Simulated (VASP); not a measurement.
# LaMnIn (P-6m2) in VASP: a series of runs

LaMnIn is run at these levels: RPBE, PBE; tasks: single point.

Everything below comes from runs of VASP 6.6.1. Logs are shortened: lines on timing, memory, paths and dates and some standing lists are left out, and cuts for length are marked.

### 1 The cell of the first run

It takes space group P-6m2 (No. 187, hexagonal). The conventional cell has a = 4.593 Å, b = 4.593 Å, c = 4.097 Å, α = 90.00°, β = 90.00°, γ = 120.00°. Within 4.4 Å of La (site symmetry -6m2) lie 6 Mn at 3.35 Å and 6 In at 3.35 Å and 2 La at 4.10 Å. In (site symmetry -6m2) has 3 Mn at 2.65 Å and 6 La at 3.35 Å within 3.5 Å. Within 3.5 Å of Mn (site symmetry -6m2) lie 3 In at 2.65 Å and 6 La at 3.35 Å.

### 2 Single point, RPBE, collinear spin, ferromagnetic start

INCAR reads:

```
ALGO = Normal ; EDIFF = 1E-7
ENCUT = 520 ; GGA = RP
ISIF = 2 ; ISMEAR = 0
ISPIN = 2 ; LASPH = T
LCHARG = F ; LMAXMIX = 6
LORBIT = 11 ; LREAL = F
LWAVE = F ; MAGMOM = 0 0 4
NBANDS = 30 ; NELM = 150
PREC = Accurate ; SIGMA = 0.05
```

KPOINTS reads:

```
k-points
0
Gamma
  7 7 7
```

POSCAR reads:

```
LaMnIn
1.0
    4.5933407550      0.0000000000      0.0000000000
   -2.2966703775      3.9779497821      0.0000000000
    0.0000000000      0.0000000000      4.0965590000
La In Mn
1 1 1
Direct
    0.0000000000      0.0000000000      0.0000000000
    0.3333333333      0.6666666667      0.5000000000
    0.6666666667      0.3333333333      0.5000000000
```

Potentials or basis: VASP PAW PBE potentials, release 64 (La, In_d, Mn_pv).

Launch:

```
$ cat potpaw_PBE.64/La/POTCAR potpaw_PBE.64/In_d/POTCAR potpaw_PBE.64/Mn_pv/POTCAR > POTCAR
$ mpirun -np 1 vasp_std > vasp.out
```

OUTCAR:

```text
EDIFF = 1E-7
   ENCUT = 520
   GGA = RP
   ISIF = 2
   ISMEAR = 0
   ISPIN = 2
   LASPH = T
   LORBIT = 11
   LREAL = F
   NELM = 150
   PREC = Accurate

 ion  position               nearest neighbor table
   1  0.000  0.000  0.000-   2 3.35   3 3.35   2 3.35   3 3.35   3 3.35   3 3.35   2 3.35   2 3.35
                             3 3.35   3 3.35   2 3.35   2 3.35
   2  0.333  0.667  0.500-   3 2.65   3 2.65   3 2.65   1 3.35   1 3.35   1 3.35   1 3.35   1 3.35
                             1 3.35
   3  0.667  0.333  0.500-   2 2.65   2 2.65   2 2.65   1 3.35   1 3.35   1 3.35   1 3.35   1 3.35
                             1 3.35

  LATTYP: Found a hexagonal cell.
 ALAT       =     4.5933407550
 C/A-ratio  =     0.8918473979

  Lattice vectors:

 A1 = (   4.5933407550,   0.0000000000,   0.0000000000)
 A2 = (  -2.2966703775,   3.9779497821,   0.0000000000)
 A3 = (   0.0000000000,   0.0000000000,   4.0965590000)

Analysis of symmetry for initial positions (statically):
=====================================================================
 Subroutine PRICEL returns:
 Original cell was already a primitive cell.

 Routine SETGRP: Setting up the symmetry group for a
 hexagonal supercell.

 Subroutine GETGRP returns: Found 12 space group operations
 (whereof 12 operations were pure point group operations)
 out of a pool of 24 trial point group operations.

The static configuration has the point symmetry D_3h.

Analysis of symmetry for dynamics (positions and initial velocities):
=====================================================================
 Subroutine PRICEL returns:
 Original cell was already a primitive cell.

 Routine SETGRP: Setting up the symmetry group for a
 hexagonal supercell.

 Subroutine GETGRP returns: Found 12 space group operations
 (whereof 12 operations were pure point group operations)
 out of a pool of 24 trial point group operations.

The dynamic configuration has the point symmetry D_3h.

Analysis of structural, dynamic, and magnetic symmetry:
=====================================================================
 Subroutine PRICEL returns:
 Original cell was already a primitive cell.

 Routine SETGRP: Setting up the symmetry group for a
 hexagonal supercell.

 Subroutine GETGRP returns: Found 12 space group operations
 (whereof 12 operations were pure point group operations)
 out of a pool of 24 trial point group operations.

The overall configuration has the point symmetry D_3h.

 Subroutine INISYM returns: Found 12 space group operations
 (whereof 12 operations are pure point group operations),
 and found     1 'primitive' translations

----------------------------------------------------------------------------------------

                                     Primitive cell

  volume of cell :      74.8526

  direct lattice vectors                    reciprocal lattice vectors
     4.593340755  0.000000000  0.000000000     0.217706470  0.125692889  0.000000000
    -2.296670377  3.977949782  0.000000000     0.000000000  0.251385778  0.000000000
     0.000000000  0.000000000  4.096559000     0.000000000  0.000000000  0.244107311

  length of vectors
     4.593340755  4.593340755  4.096559000     0.251385778  0.251385778  0.244107311

  position of ions in fractional coordinates (direct lattice)
     0.000000000  0.000000000  0.000000000
     0.333333333  0.666666667  0.500000000
     0.666666667  0.333333333  0.500000000

  ion indices of the primitive-cell ions
   primitive index   ion index
                 1           1
                 2           2
                 3           3

----------------------------------------------------------------------------------------

 KPOINTS: k-points

Automatic generation of k-mesh.
 Grid dimensions read from file:
 generate k-points for:    7    7    7

 Generating k-lattice:

  Cartesian coordinates                     Fractional coordinates (reciprocal lattice)
     0.031100924  0.017956127  0.000000000     0.142857143  0.000000000  0.000000000
     0.000000000  0.035912254  0.000000000     0.000000000  0.142857143  0.000000000
     0.000000000  0.000000000  0.034872473     0.000000000  0.000000000  0.142857143

  Length of vectors
     0.035912254  0.035912254  0.034872473

  Shift w.r.t. Gamma in fractional coordinates (k-lattice)
     0.000000000  0.000000000  0.000000000

 Subroutine IBZKPT returns following result:
 ===========================================

 Found     32 irreducible k-points:

 Following reciprocal coordinates:
            Coordinates               Weight
  0.000000  0.000000  0.000000      1.000000
  0.142857 -0.000000  0.000000      6.000000
  0.285714 -0.000000  0.000000      6.000000
  0.428571 -0.000000  0.000000      6.000000
  0.142857  0.142857  0.000000      6.000000
  0.285714  0.142857  0.000000     12.000000
[... 16 lines left out ...]
  0.428571  0.142857  0.285714     12.000000
  0.285714  0.285714  0.285714     12.000000
 [... further k-points ...]
   k-points           NKPTS =     32   k-points in BZ     NKDIM =     32   number of bands    NBANDS=     30
   number of dos      NEDOS =    301   number of ions     NIONS =      3
   total plane-waves  NPLWV =  38880
   dimension x,y,z NGX =    36 NGY =   36 NGZ =   30
   dimension x,y,z NGXF=    72 NGYF=   72 NGZF=   60
   ions per type =               1   1   1
   NGX,Y,Z   is equivalent  to a cutoff of  13.03, 13.03, 12.17 a.u.
   NGXF,Y,Z  is equivalent  to a cutoff of  26.06, 26.06, 24.35 a.u.
 SYSTEM =  unknown system
   PREC   = accura    normal or accurate (medium, high low for compatibility)
   ISTART =      0    job   : 0-new  1-cont  2-samecut
   ICHARG =      2    charge: 1-file 2-atom 10-const
   ISPIN  =      2    spin polarized calculation?
   LNONCOLLINEAR =      F non collinear calculations
   LSORBIT =      F    spin-orbit coupling
   LASPH  =      T    aspherical Exc in radial PAW
   ENCUT  =  520.0 eV  38.22 Ry    6.18 a.u.   8.54  8.54  7.62*2*pi/ulx,y,z
   NELM   =    150;   NELMIN=  2; NELMDL= -5     # of ELM steps
   EDIFF  = 0.1E-06   stopping-criterion for ELM
   LREAL  =      F    real-space projection
   EDIFFG = 0.1E-05   stopping-criterion for IOM
   NSW    =      0    number of steps for IOM
   IBRION =     -1    ionic relax: 0-MD 1-quasi-New 2-CG
   NFREE  =      0    steps in history (QN), initial steepest desc. (CG)
   ISIF   =      2    stress and relaxation
   ISYM   =      2    0-nonsym 1-usesym 2-fastsym
   POTIM  = 0.5000    time-step for ionic-motion
   TEBEG  =    0.0;   TEEND  =   0.0 temperature during run
   PSTRESS=    0.0 pullay stress
   NELECT =      37.0000    total number of electrons
   NUPDOWN=      -1.0000    fix difference up-down
   EMIN   =  10.00;   EMAX   =-10.00  energy-range for DOS
   EFERMI =   0.00;   METHOD = LEGACY
   ISMEAR =     0;   SIGMA  =   0.05  broadening in eV -4-tet -1-fermi 0-gaus
   EFERMI_NEDOS =   21; number of points for ismear=-14 and -15
   IALGO  =     38    algorithm
   IMIX   =      4    mixing-type and parameters
     AMIX     =   0.40;   BMIX     =  1.00
     AMIX_MAG =   1.60;   BMIX_MAG =  1.00
  volume/ion in A,a.u.               =      24.95       168.38
  Fermi-wavevector in a.u.,A,eV,Ry     =   1.294413  2.446087 22.796645  1.675506
  Thomas-Fermi vector in A             =   2.425998
   LORBIT       =     11    0 simple, 1 ext, 2 COOP (PROOUT), +10 PAW based schemes
   GGA     = RP    functional components
   LHFCALC =     F    Hartree Fock is set to
   AEXX    =    0.0000 exact exchange contribution
   IVDW    =     0    specifies the selected vdW correction
   LEPSILON=     F    determine dielectric tensor
   LRPA    =     F    only Hartree local field effects (RPA)
 spin polarized calculation
 Gauss-broadening in eV      SIGMA  =   0.05
  energy-cutoff  :      520.00
  volume of cell :       74.85
 maximum number of plane-waves:      2049
 NGX is ok and might be reduce to    36
   NGX = 17   NGY = 17   NGZ = 15

 number of electron      37.0000018 magnetization       3.1245044

 Free energy of the ion-electron system (eV)
  ---------------------------------------------------
  ext. energy  EPLUGINS =         0.00000000
  ---------------------------------------------------
  free energy    TOTEN  =       -15.46747555 eV

  energy without entropy =      -15.46673986  energy(sigma->0) =      -15.46710771

 E-fermi :   8.0376     XC(G=0): -10.3337

 val. band max:        8.0242206207   @ k =   0.0000   0.0000   0.0000
 cond. band min:       8.0936454510   @ k =   0.2857   0.2857   0.2857
 fundamental gap:      0.0694248303
 Fermi energy:         8.0376292322

 spin component 1

 k-point     1 :       0.0000    0.0000    0.0000
  band No.  band energies     occupation
      1     -42.0515      1.00000
      2     -42.0515      1.00000
      3     -41.9929      1.00000
      4     -24.5120      1.00000
      5      -8.1982      1.00000
      6      -8.1982      1.00000
[... 22 lines left out ...]
     29      11.4482      0.00000
     30      11.5218      0.00000

 k-point     2 :       0.1429   -0.0000    0.0000
  band No.  band energies     occupation
      1     -42.0516      1.00000
      2     -42.0515      1.00000
      3     -41.9929      1.00000
      4     -24.5098      1.00000
      5      -8.2383      1.00000
      6      -8.2029      1.00000
[... 22 lines left out ...]
     29      10.7374      0.00000
     30      11.5200      0.00000

 k-point     3 :       0.2857   -0.0000    0.0000
  band No.  band energies     occupation
      1     -42.0517      1.00000
      2     -42.0515      1.00000
      3     -41.9929      1.00000
      4     -24.5047      1.00000
      5      -8.3253      1.00000
      6      -8.2134      1.00000
[... 682 lines left out ...]
     29      10.3792      0.00000
     30      11.9080      0.00000

 k-point    24 :       0.2857    0.2857    0.2857
  band No.  band energies     occupation
      1     -42.0518      1.00000
      2     -42.0515      1.00000
      3     -41.9934      1.00000
      4     -24.4854      1.00000
      5      -8.3227      1.00000
      6      -8.3105      1.00000
[... 22 lines left out ...]
     29      10.3649      0.00000
     30      11.7157      0.00000

 [... further k-points ...]

 spin component 2

 k-point     1 :       0.0000    0.0000    0.0000
  band No.  band energies     occupation
      1     -38.2312      1.00000
      2     -38.2312      1.00000
      3     -38.1775      1.00000
      4     -24.6109      1.00000
      5      -8.3437      1.00000
      6      -8.3437      1.00000
[... 22 lines left out ...]
     29      11.4347      0.00000
     30      11.6573      0.00000

 k-point     2 :       0.1429   -0.0000    0.0000
  band No.  band energies     occupation
      1     -38.2312      1.00000
      2     -38.2311      1.00000
      3     -38.1775      1.00000
      4     -24.6085      1.00000
      5      -8.3864      1.00000
      6      -8.3493      1.00000
[... 22 lines left out ...]
     29      10.8143      0.00000
     30      11.7085      0.00000

 k-point     3 :       0.2857   -0.0000    0.0000
  band No.  band energies     occupation
      1     -38.2314      1.00000
      2     -38.2311      1.00000
      3     -38.1775      1.00000
      4     -24.6032      1.00000
      5      -8.4790      1.00000
      6      -8.3617      1.00000
[... 682 lines left out ...]
     29      10.4082      0.00000
     30      11.6864      0.00000

 k-point    24 :       0.2857    0.2857    0.2857
  band No.  band energies     occupation
      1     -38.2315      1.00000
      2     -38.2311      1.00000
      3     -38.1781      1.00000
      4     -24.5828      1.00000
      5      -8.4793      1.00000
      6      -8.4681      1.00000
[... 22 lines left out ...]
     29      10.4119      0.00000
     30      11.5570      0.00000

 [... further k-points ...]

------------------------ aborting loop because EDIFF is reached ----------------------------------------

  FORCE on cell =-STRESS in cart. coord.  units (eV):
  Direction    XX          YY          ZZ          XY          YZ          ZX
  --------------------------------------------------------------------------------------
  -------------------------------------------------------------------------------------
  Total        4.1725657      4.1725657      1.8979661      0.0000000     -0.0000000      0.0000000
  in kB       89.3113370     89.3113370     40.6248582      0.0000000     -0.0000000      0.0000000
  external PRESSURE =      73.0825107 kB  Pullay stress =       0.0000000 kB

 VOLUME and BASIS-vectors are now :
 -----------------------------------------------------------------------------
  energy-cutoff  :      520.00
  volume of cell :       74.85
      direct lattice vectors                 reciprocal lattice vectors
     4.593340755  0.000000000  0.000000000     0.217706470  0.125692889  0.000000000
    -2.296670377  3.977949782  0.000000000     0.000000000  0.251385778  0.000000000
     0.000000000  0.000000000  4.096559000     0.000000000  0.000000000  0.244107311

 POSITION                                       TOTAL-FORCE (eV/Angst)
 -----------------------------------------------------------------------------------
      0.00000      0.00000      0.00000        -0.000000      0.000000      0.000000
     -0.00000      2.65197      2.04828         0.000000      0.000000      0.000000
      2.29667      1.32598      2.04828        -0.000000      0.000000      0.000000
 -----------------------------------------------------------------------------------
    total drift:                               -0.000000      0.000000     -0.000000

  FREE ENERGIE OF THE ION-ELECTRON SYSTEM (eV)
  ---------------------------------------------------
  free  energy   TOTEN  =       -15.4674755501 eV

  energy  without entropy=      -15.4667398647  energy(sigma->0) =      -15.46710771

 total charge

# of ion       s       p       d       f       tot
--------------------------------------------------
    1        2.024   5.646   0.755   0.104   8.529
    2        0.936   0.895   9.821   0.000  11.652
    3        0.350   6.198   4.951   0.000  11.499
--------------------------------------------------
tot          3.310  12.740  15.527   0.104  31.680

 magnetization (x)

# of ion       s       p       d       f       tot
--------------------------------------------------
    1       -0.004  -0.008  -0.178  -0.005  -0.195
    2       -0.009  -0.110   0.014   0.000  -0.105
    3        0.050   0.024   3.556   0.000   3.630
--------------------------------------------------
tot          0.037  -0.094   3.391  -0.005   3.329
```

It took 2.7 min on 1 thread of Intel Xeon Platinum 8488C (Sapphire Rapids), shared host; peak memory 0.32 GiB.

What came out:

```
Free energy                                           : -15.4675 eV
Pressure                                              : 7.3 GPa
Net moment                                            : 3.12 μB per cell
Site moments                                          : La -0.20; In -0.10; Mn +3.63 μB
Valence electrons inside the program's atomic spheres : La 8.53; In 11.65; Mn 11.50
```

Caveat: the cell stands under pressure; the PAW data sets were made with another functional, which shifts forces and pressure a little; spin-orbit coupling is left out, which moves the levels of the heavy elements.

### 3 Single point, PBE, collinear spin, ferromagnetic start

This run uses another cell than the first one, of 25.96 Å³/atom.

INCAR reads:

```
PREC     = Accurate       # precision mode
ENCUT    = 520            # plane-wave cutoff, eV
EDIFF    = 1E-6           # SCF threshold, eV
ISMEAR   = -1             # smearing method
SIGMA    = 0.05           # smearing width, eV
LREAL    = False          # projectors in reciprocal space
LASPH    = True           # aspherical terms in the spheres
NELM     = 150            # most SCF steps
ALGO     = Fast           # electronic algorithm
ISIF     = 2              # what is computed and relaxed
LWAVE    = False          # write WAVECAR
LCHARG   = False          # write CHGCAR
ISPIN    = 2              # spin polarisation
MAGMOM   = 0 0 4          # initial moments
LORBIT   = 11             # projections on sites
LMAXMIX  = 6              # l up to which the mixer works
GGA      = PE             # functional
NBANDS   = 30             # bands
```

KPOINTS reads:

```
regular mesh
0
Gamma
  6 6 6
```

POSCAR reads:

```
LaMnIn
1.0
    4.6852075701      0.0000000000      0.0000000000
   -2.3426037850      4.0575087777      0.0000000000
    0.0000000000      0.0000000000      4.0965590000
La In Mn
1 1 1
Direct
    0.0000000000      0.0000000000      0.0000000000
    0.3333333333      0.6666666667      0.5000000000
    0.6666666667      0.3333333333      0.5000000000
```

Potentials or basis: VASP PAW PBE potentials, release 64 (La, In_d, Mn_pv).

Launch:

```
$ cat potpaw_PBE.64/La/POTCAR potpaw_PBE.64/In_d/POTCAR potpaw_PBE.64/Mn_pv/POTCAR > POTCAR
$ mpirun -np 1 vasp_std > vasp.out
```

Wall time 8.2 min (1 thread of Intel Xeon Platinum 8259CL at 2.50GHz (Skylake/Cascade Lake), shared host); peak memory 0.32 GiB.

Results (log left out):

- Free energy: -16.6696 eV
- Pressure: 2.0 GPa
- Net moment: 3.26 μB per cell
- Site moments: La -0.17; In -0.09; Mn +3.65 μB
- Valence electrons inside the program's atomic spheres: La 8.49; In 11.61; Mn 11.47

Stress tensor (GPa, compression positive):
```
2.80 0.00 0.00
0.00 2.80 0.00
0.00 0.00 0.45
```

Levels at points of the mesh, in eV from the Fermi level:
Spin up:
| k point | band 17 | band 18 | band 19 | band 20 | band 21 | band 22 | band 23 | band 24 |
| --- | --- | --- | --- | --- | --- | --- | --- | --- |
| (0.00, 0.00, 0.00) | -2.49 | -2.49 | -0.06 | -0.06 | 0.57 | 1.50 | 1.60 | 2.01 |
| (0.50, 0.00, 0.00) | -2.56 | -2.52 | -2.34 | 0.25 | 0.52 | 1.04 | 1.95 | 1.99 |
| (0.00, 0.00, 0.50) | -2.65 | -2.65 | -1.91 | 1.32 | 1.32 | 1.56 | 1.56 | 1.72 |
| (0.50, 0.00, 0.50) | -2.50 | -2.17 | -1.70 | -1.16 | -0.63 | 0.36 | 2.02 | 2.06 |
Spin down:
```tsv
k point	band 15	band 16	band 17	band 18	band 19	band 20
(0.00, 0.00, 0.00)	-1.22	-1.20	0.61	0.61	0.82	0.84
(0.50, 0.00, 0.00)	-1.19	-0.18	-0.11	0.44	0.48	0.93
(0.00, 0.00, 0.50)	-1.25	-1.25	-0.15	-0.15	1.10	1.49
(0.50, 0.00, 0.50)	-1.80	-1.13	0.10	0.53	0.53	0.56
```

Caveat: spin-orbit coupling is left out, which moves the levels of the heavy elements.
